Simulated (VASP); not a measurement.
# CoSi (P1) in VASP: single point with PBE

Aim: the single point of CoSi with PBE.

Everything below comes from runs of VASP 6.6.1. Logs are shortened: lines on timing, memory, paths and dates and some standing lists are left out, and cuts for length are marked.

### 1 The cell of the first run

The typed cell holds 8 atoms: a = 4.384 Å, b = 4.423 Å, c = 4.415 Å, α = 87.96°, β = 89.95°, γ = 90.53°.

### 2 Single point, PBE (atoms moved at random and the cell strained at random)

INCAR reads:

```
SYSTEM = CoSi
  PREC = Accurate
  ENCUT = 520
  EDIFF = 1E-6
  ISMEAR = 0
  SIGMA = 0.15
  LREAL = .FALSE.
  LASPH = .TRUE.
  NELM = 60
  ALGO = Normal
  ISIF = 2
  LWAVE = .FALSE.
  LCHARG = .FALSE.
  GGA = PE
  NBANDS = 36
```

KPOINTS reads:

```
regular mesh
0
G
  8 8 8
  0 0 0
```

POSCAR reads:

```
CoSi
1.0
    4.3842306624     -0.0203645693      0.0022209167
   -0.0203645693      4.4220917077      0.0785472007
    0.0022209167      0.0785472007      4.4144483649
Co Si
4 4
Direct
    0.1135543896      0.0045159836      0.1185950082
    0.2527083488      0.8418171194      0.8198657559
    0.6515358309      0.4901977461      0.6937741935
    0.9515906756      0.6972664833      0.3730412520
    0.8978845335      0.7578098758      0.7812654408
    0.6417694539      0.1213728692      0.2842062319
    0.4386658883      0.6635402706      0.2199112563
    0.0522908794      0.4234796520      0.7093408613
```

Potentials or basis: VASP PAW PBE potentials, release 64 (Co, Si).

The run is started by

```bash
> cat potpaw_PBE.64/Co/POTCAR potpaw_PBE.64/Si/POTCAR > POTCAR
> mpirun -np 1 vasp_std > vasp.out
```

OUTCAR:

```text
SYSTEM = CoSi
   PREC = Accurate
   ENCUT = 520
   EDIFF = 1E-6
   ISMEAR = 0
   LREAL = .FALSE.
   LASPH = .TRUE.
   NELM = 60
   ISIF = 2
   GGA = PE

 ion  position               nearest neighbor table
   1  0.114  0.005  0.119-   2 1.64   4 1.87   5 2.10   7 2.12   6 2.26   6 2.48   8 2.56
   2  0.253  0.842  0.820-   5 1.61   1 1.64   7 2.08   8 2.11   3 2.43   4 2.47   8 2.75   4 2.83
                             5 2.86   7 2.91   6 2.96   3 3.11   6 3.13
   3  0.652  0.490  0.694-   5 1.65   8 1.79   4 2.11   7 2.40   2 2.43   6 2.48   8 2.64   7 2.64
                             6 3.03   2 3.11
   4  0.952  0.697  0.373-   5 1.85   1 1.87   8 1.94   3 2.11   7 2.25   6 2.35   7 2.35   2 2.47
                             5 2.63   2 2.83   6 2.91
   5  0.898  0.758  0.781-   2 1.61   3 1.65   8 1.67   4 1.85   1 2.10   4 2.63   7 2.81   2 2.86
                             6 2.91   6 3.01   8 3.02   7 3.08
   6  0.642  0.121  0.284-   7 2.23   1 2.26   4 2.35   3 2.48   1 2.48   7 2.57   5 2.91   4 2.91
                             8 2.95   2 2.96   5 3.01   3 3.03   2 3.13
   7  0.439  0.664  0.220-   2 2.08   1 2.12   6 2.23   4 2.25   4 2.35   3 2.40   6 2.57   3 2.64
                             5 2.81   2 2.91   8 2.91   8 3.04   5 3.08
   8  0.052  0.423  0.709-   5 1.67   3 1.79   4 1.94   2 2.11   1 2.56   3 2.64   2 2.75   7 2.91
                             6 2.95   5 3.02   7 3.04

  LATTYP: Found a triclinic cell.
 ALAT       =     6.1373388284
 B/A-ratio  =     0.7193912207
 C/A-ratio  =     0.7143614918
 COS(alpha) =     0.0009268654
 COS(beta)  =     0.0073251640
 COS(gamma) =     0.6937782868

  Lattice vectors:

 A1 = (  -0.0225854860,   4.3435445070,  -4.3359011642)
 A2 = (  -0.0022209167,  -0.0785472007,  -4.4144483649)
 A3 = (  -4.3842306624,   0.0203645693,  -0.0022209167)

Analysis of symmetry for initial positions (statically):
=====================================================================
 Subroutine PRICEL returns:
 Original cell was already a primitive cell.

 Routine SETGRP: Setting up the symmetry group for a
 triclinic supercell.

 Subroutine GETGRP returns: Found  1 space group operations
 (whereof  1 operations were pure point group operations)
 out of a pool of  2 trial point group operations.

The static configuration has the point symmetry C_1 .

Analysis of symmetry for dynamics (positions and initial velocities):
=====================================================================
 Subroutine PRICEL returns:
 Original cell was already a primitive cell.

 Routine SETGRP: Setting up the symmetry group for a
 triclinic supercell.

 Subroutine GETGRP returns: Found  1 space group operations
 (whereof  1 operations were pure point group operations)
 out of a pool of  2 trial point group operations.

The dynamic configuration has the point symmetry C_1 .

 Subroutine INISYM returns: Found  1 space group operations
 (whereof  1 operations are pure point group operations),
 and found     1 'primitive' translations

----------------------------------------------------------------------------------------

                                     Primitive cell

  volume of cell :      85.5561

  direct lattice vectors                    reciprocal lattice vectors
     4.384230662 -0.020364569  0.002220917     0.228095147  0.001052792 -0.000133488
    -0.020364569  4.422091708  0.078547201     0.001052792  0.226213680 -0.004025597
     0.002220917  0.078547201  4.414448365    -0.000133488 -0.004025597  0.226600565

  length of vectors
     4.384278521  4.422836132  4.415147672     0.228097615  0.226251946  0.226636360

  position of ions in fractional coordinates (direct lattice)
     0.113554390  0.004515984  0.118595008
     0.252708349  0.841817119  0.819865756
     0.651535831  0.490197746  0.693774193
     0.951590676  0.697266483  0.373041252
     0.897884533  0.757809876  0.781265441
     0.641769454  0.121372869  0.284206232
     0.438665888  0.663540271  0.219911256
     0.052290879  0.423479652  0.709340861

  ion indices of the primitive-cell ions
   primitive index   ion index
                 1           1
                 2           2
                 3           3
                 4           4
                 5           5
                 6           6
                 7           7
                 8           8

----------------------------------------------------------------------------------------

 KPOINTS: regular mesh

Automatic generation of k-mesh.
 Grid dimensions read from file:
 generate k-points for:    8    8    8

 Generating k-lattice:

  Cartesian coordinates                     Fractional coordinates (reciprocal lattice)
     0.028511893  0.000131599 -0.000016686     0.125000000  0.000000000  0.000000000
     0.000131599  0.028276710 -0.000503200     0.000000000  0.125000000  0.000000000
    -0.000016686 -0.000503200  0.028325071     0.000000000  0.000000000  0.125000000

  Length of vectors
     0.028512202  0.028281493  0.028329545

  Shift w.r.t. Gamma in fractional coordinates (k-lattice)
     0.000000000  0.000000000  0.000000000

 Subroutine IBZKPT returns following result:
 ===========================================

 Found    260 irreducible k-points:

 Following reciprocal coordinates:
            Coordinates               Weight
  0.000000  0.000000  0.000000      1.000000
  0.125000 -0.000000  0.000000      2.000000
  0.250000 -0.000000  0.000000      2.000000
  0.375000 -0.000000 -0.000000      2.000000
  0.500000 -0.000000  0.000000      1.000000
  0.000000  0.125000  0.000000      2.000000
[... 16 lines left out ...]
  0.125000  0.375000 -0.000000      2.000000
  0.250000  0.375000 -0.000000      2.000000
 [... further k-points ...]
   k-points           NKPTS =    260   k-points in BZ     NKDIM =    260   number of bands    NBANDS=     36
   number of dos      NEDOS =    301   number of ions     NIONS =      8
   total plane-waves  NPLWV =  46656
   dimension x,y,z NGX =    36 NGY =   36 NGZ =   36
   dimension x,y,z NGXF=    72 NGYF=   72 NGZF=   72
   ions per type =               4   4
   NGX,Y,Z   is equivalent  to a cutoff of  13.65, 13.53, 13.56 a.u.
   NGXF,Y,Z  is equivalent  to a cutoff of  27.30, 27.06, 27.11 a.u.
 SYSTEM =  CoSi
   PREC   = accura    normal or accurate (medium, high low for compatibility)
   ISTART =      0    job   : 0-new  1-cont  2-samecut
   ICHARG =      2    charge: 1-file 2-atom 10-const
   ISPIN  =      1    spin polarized calculation?
   LNONCOLLINEAR =      F non collinear calculations
   LSORBIT =      F    spin-orbit coupling
   LASPH  =      T    aspherical Exc in radial PAW
   ENCUT  =  520.0 eV  38.22 Ry    6.18 a.u.   8.15  8.22  8.21*2*pi/ulx,y,z
   NELM   =     60;   NELMIN=  2; NELMDL= -5     # of ELM steps
   EDIFF  = 0.1E-05   stopping-criterion for ELM
   LREAL  =      F    real-space projection
   EDIFFG = 0.1E-04   stopping-criterion for IOM
   NSW    =      0    number of steps for IOM
   IBRION =     -1    ionic relax: 0-MD 1-quasi-New 2-CG
   NFREE  =      0    steps in history (QN), initial steepest desc. (CG)
   ISIF   =      2    stress and relaxation
   ISYM   =      2    0-nonsym 1-usesym 2-fastsym
   POTIM  = 0.5000    time-step for ionic-motion
   TEBEG  =    0.0;   TEEND  =   0.0 temperature during run
   PSTRESS=    0.0 pullay stress
   NELECT =      52.0000    total number of electrons
   NUPDOWN=      -1.0000    fix difference up-down
   EMIN   =  10.00;   EMAX   =-10.00  energy-range for DOS
   EFERMI =   0.00;   METHOD = LEGACY
   ISMEAR =     0;   SIGMA  =   0.15  broadening in eV -4-tet -1-fermi 0-gaus
   EFERMI_NEDOS =   21; number of points for ismear=-14 and -15
   IALGO  =     38    algorithm
   IMIX   =      4    mixing-type and parameters
     AMIX     =   0.40;   BMIX     =  1.00
     AMIX_MAG =   1.60;   BMIX_MAG =  1.00
  volume/ion in A,a.u.               =      10.69        72.17
  Fermi-wavevector in a.u.,A,eV,Ry     =   1.386731  2.620542 26.164327  1.923024
  Thomas-Fermi vector in A             =   2.511019
   LORBIT       =      0    0 simple, 1 ext, 2 COOP (PROOUT), +10 PAW based schemes
   GGA     = PE    functional components
   LHFCALC =     F    Hartree Fock is set to
   AEXX    =    0.0000 exact exchange contribution
   IVDW    =     0    specifies the selected vdW correction
   LEPSILON=     F    determine dielectric tensor
   LRPA    =     F    only Hartree local field effects (RPA)
 non-spin polarized calculation
 Gauss-broadening in eV      SIGMA  =   0.15
  energy-cutoff  :      520.00
  volume of cell :       85.56
 maximum number of plane-waves:      2322
 NGX is ok and might be reduce to    36
   NGX = 17   NGY = 17   NGZ = 17

 number of electron      52.0000004 magnetization

 Free energy of the ion-electron system (eV)
  ---------------------------------------------------
  ext. energy  EPLUGINS =         0.00000000
  ---------------------------------------------------
  free energy    TOTEN  =       -25.37740655 eV

  energy without entropy =      -25.31719958  energy(sigma->0) =      -25.34730306

 E-fermi :  12.3707     XC(G=0): -12.6111

 val. band max:       12.3702378636   @ k =  -0.3750  -0.3750   0.2500
 cond. band min:      12.3709821254   @ k =  -0.3750   0.1250   0.1250
 fundamental gap:      0.0007442618
 Fermi energy:        12.3706816457

 k-point     1 :       0.0000    0.0000    0.0000
  band No.  band energies     occupation
      1      -2.0073      2.00000
      2       1.3915      2.00000
      3       4.1038      2.00000
      4       4.4781      2.00000
      5       5.2161      2.00000
      6       5.8623      2.00000
[... 28 lines left out ...]
     35      17.1006      0.00000
     36      17.6820      0.00000

 k-point     2 :       0.1250   -0.0000    0.0000
  band No.  band energies     occupation
      1      -1.9081      2.00000
      2       1.3217      2.00000
      3       4.1211      2.00000
      4       4.4932      2.00000
      5       5.2153      2.00000
      6       5.8162      2.00000
[... 850 lines left out ...]
 k-point    24 :       0.2500    0.3750   -0.0000
  band No.  band energies     occupation
      1      -1.0964      2.00000
      2       1.2563      2.00000
      3       2.6538      2.00000
      4       4.3650      2.00000
      5       5.2305      2.00000
      6       5.7009      2.00000
[... 28 lines left out ...]
     35      17.3547      0.00000
     36      17.9942      0.00000

 [... further k-points ...]

------------------------ aborting loop because EDIFF is reached ----------------------------------------

  FORCE on cell =-STRESS in cart. coord.  units (eV):
  Direction    XX          YY          ZZ          XY          YZ          ZX
  --------------------------------------------------------------------------------------
  -------------------------------------------------------------------------------------
  Total       86.3414033     76.3487784     59.8356966      3.3268779     12.3148384     -5.5954165
  in kB     1616.8838563   1429.7556260   1120.5211875     62.3012250    230.6154701   -104.7833160
  external PRESSURE =    1389.0535566 kB  Pullay stress =       0.0000000 kB

 VOLUME and BASIS-vectors are now :
 -----------------------------------------------------------------------------
  energy-cutoff  :      520.00
  volume of cell :       85.56
      direct lattice vectors                 reciprocal lattice vectors
     4.384230662 -0.020364569  0.002220917     0.228095147  0.001052792 -0.000133488
    -0.020364569  4.422091708  0.078547201     0.001052792  0.226213680 -0.004025597
     0.002220917  0.078547201  4.414448365    -0.000133488 -0.004025597  0.226600565

 POSITION                                       TOTAL-FORCE (eV/Angst)
 -----------------------------------------------------------------------------------
      0.49802      0.02697      0.52414        -1.813971     16.772207      9.526284
      1.09261      3.78184      3.68594        25.393582      1.032002    -13.350952
      2.84804      2.20893      3.10258       -23.031834    -13.523221     -1.134573
      4.15862      3.09330      1.70365        -1.991561     -2.989191     -7.766534
      3.92284      3.39419      3.51037       -19.999619     25.914117     10.893852
      2.81182      0.54598      1.26557         0.065599      2.915904      0.328873
      1.91019      2.94258      1.02388         2.339334     -4.839855      2.205535
      0.22221      1.92732      3.16473        19.038470    -25.281963     -0.702484
 -----------------------------------------------------------------------------------
    total drift:                               -0.000121      0.001390      0.000804

  FREE ENERGIE OF THE ION-ELECTRON SYSTEM (eV)
  ---------------------------------------------------
  free  energy   TOTEN  =       -25.3774065529 eV

  energy  without entropy=      -25.3171995750  energy(sigma->0) =      -25.34730306
```

Run time: 16 min. Hardware: 1 thread of Intel Xeon Platinum 8259CL at 2.50GHz (Skylake/Cascade Lake), shared host; peak memory 0.66 GiB.

What came out:

| Item | Value |
| --- | --- |
| Free energy | -25.3774 eV |
| Pressure | 138.9 GPa |
| Largest force | 34.499 eV/Å |
| Band gap on the k mesh | zero (band 26 reaches 12.57 eV, above the bottom of band 27 at 12.16 eV) |

Forces in eV/Å, atoms in the order of the input:
```
Co   -1.814  16.772   9.526
Co   25.394   1.032 -13.351
Co  -23.032 -13.523  -1.135
Co   -1.992  -2.989  -7.767
Si  -20.000  25.914  10.894
Si    0.066   2.916   0.329
Si    2.339  -4.840   2.206
Si   19.038 -25.282  -0.702
```

Stress tensor (GPa, compression positive):
```
161.69   6.23 -10.48
  6.23 142.98  23.06
-10.48  23.06 112.05
```

Levels at points of the mesh, in eV from the Fermi level:
| k point | band 23 | band 24 | band 25 | band 26 | band 27 | band 28 | band 29 | band 30 |
| --- | --- | --- | --- | --- | --- | --- | --- | --- |
| (0.00, 0.00, 0.00) | -0.85 | -0.78 | -0.47 | -0.13 | 0.07 | 0.71 | 0.94 | 2.07 |
| (0.50, 0.00, 0.00) | -1.02 | -0.85 | -0.24 | -0.02 | 0.13 | 0.37 | 0.88 | 1.01 |
| (0.00, 0.50, 0.00) | -1.03 | -0.89 | -0.64 | -0.35 | -0.08 | 0.29 | 0.68 | 1.94 |
| (0.50, 0.50, 0.00) | -0.96 | -0.72 | -0.46 | -0.35 | 0.59 | 0.79 | 1.31 | 1.83 |
| (0.00, 0.00, 0.50) | -1.11 | -0.94 | -0.67 | -0.29 | -0.21 | 0.49 | 0.90 | 1.12 |
| (0.50, 0.00, 0.50) | -1.23 | -0.67 | -0.40 | -0.26 | 0.09 | 0.87 | 1.29 | 1.62 |
| (0.00, 0.50, 0.50) | -1.15 | -1.01 | -0.54 | -0.08 | 0.43 | 0.54 | 1.18 | 2.13 |
| (0.50, 0.50, 0.50) | -1.33 | -0.99 | -0.75 | -0.27 | -0.02 | 0.63 | 3.64 | 4.38 |

Caveat: the cell differs from its parent crystal (atoms moved at random and the cell strained at random); forces of over 1 eV/Å act on the atoms, so gaps and moduli don't describe the material at rest.
